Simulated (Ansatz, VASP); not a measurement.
Ga4SbP3 in VASP and in Ansatz

INCAR

```
SYSTEM = Ga4SbP3
ALGO = Normal
EDIFF = 1E-6
ENCUT = 520
GGA = PS
ISIF = 2
ISMEAR = 0
LASPH = .TRUE.
LCHARG = .FALSE.
LREAL = Auto
LWAVE = .FALSE.
NBANDS = 86
NELM = 100
PREC = Accurate
SIGMA = 0.01
```

KPOINTS

```
k-points
0
G
  4 4 4
  0 0 0
```

The input POSCAR:

```
Ga4SbP3
1.0
    0.0000000000      5.6073345984      5.6073345984
    5.6073345984      0.0000000000      5.6073345984
    5.6073345984      5.6073345984      0.0000000000
Ga Sb P
8 2 6
Direct
   -0.0062401310     -0.0062401310     -0.0062401310
   -0.0062401310     -0.0062401310      0.5187203930
   -0.0062401310      0.5187203930     -0.0062401310
    0.0187203930      0.4937598690      0.4937598690
    0.5187203930     -0.0062401310     -0.0062401310
    0.4937598690      0.0187203930      0.4937598690
    0.4937598690      0.4937598690      0.0187203930
    0.4937598690      0.4937598690      0.4937598690
    0.1250000000      0.1250000000      0.1250000000
    0.6250000000      0.6250000000      0.6250000000
    0.1250000000      0.1250000000      0.6250000000
    0.1250000000      0.6250000000      0.1250000000
    0.1250000000      0.6250000000      0.6250000000
    0.6250000000      0.1250000000      0.1250000000
    0.6250000000      0.1250000000      0.6250000000
    0.6250000000      0.6250000000      0.1250000000
```

Input for Ansatz:

```yaml
crystal:
  lattice:
    - [0.0, 5.6073345984, 5.6073345984]
    - [5.6073345984, 0.0, 5.6073345984]
    - [5.6073345984, 5.6073345984, 0.0]
  atoms:
    - { symbol: Ga, position: [-0.006240131, -0.006240131, -0.006240131] }
    - { symbol: Ga, position: [-0.006240131, -0.006240131, 0.518720393] }
    - { symbol: Ga, position: [-0.006240131, 0.518720393, -0.006240131] }
    - { symbol: Ga, position: [0.018720393, 0.493759869, 0.493759869] }
    - { symbol: Ga, position: [0.518720393, -0.006240131, -0.006240131] }
    - { symbol: Ga, position: [0.493759869, 0.018720393, 0.493759869] }
    - { symbol: Ga, position: [0.493759869, 0.493759869, 0.018720393] }
    - { symbol: Ga, position: [0.493759869, 0.493759869, 0.493759869] }
    - { symbol: Sb, position: [0.125, 0.125, 0.125] }
    - { symbol: P, position: [0.125, 0.125, 0.625] }
    - { symbol: P, position: [0.125, 0.625, 0.125] }
    - { symbol: P, position: [0.125, 0.625, 0.625] }
    - { symbol: P, position: [0.625, 0.125, 0.125] }
    - { symbol: P, position: [0.625, 0.125, 0.625] }
    - { symbol: P, position: [0.625, 0.625, 0.125] }
    - { symbol: Sb, position: [0.625, 0.625, 0.625] }
scf:
  occupations: { method: gaussian, width: 0.01 }
output:
  eigenvalues: true
  eigenstates:
    kpoints: [[0, 0, 0]]
    top_band: c5
    e_range: [-0.4, 3]
    unfold: { supercell_matrix: [[2, 0, 0], [0, 2, 0], [0, 0, 2]] }
hamiltonian:
  xc: pbesol
kpoints:
  mp_grid: { grid: [4, 4, 4] }
```

Alike in both runs: task single point; functional PBEsol; k mesh 4 × 4 × 4; occupations gaussian, width 0.01 eV; no spin polarisation.

```csv
,VASP,Ansatz
version,VASP 6.6.1,Ansatz 0.2.0
potentials or method,"VASP PAW PBE potentials, release 64 (Ga_d, Sb, P)","scalar-relativistic, plane waves, PAW"
plane-wave cutoff (eV),520,420
valence electrons in the cell,144,164
```

```csv
,VASP,Ansatz,Ansatz less VASP
gap on the k mesh at the Fermi level (eV),0.34,0.34,+0.004
least direct gap on the mesh (eV),0.34,0.34,+0.004
```

VASP's potentials were made for PBE, not for PBEsol. VASP's potentials hold 144 valence electrons a cell and Ansatz's 164, so a difference there can come from the potentials and not from the codes.

Neither program's run includes spin-orbit coupling.
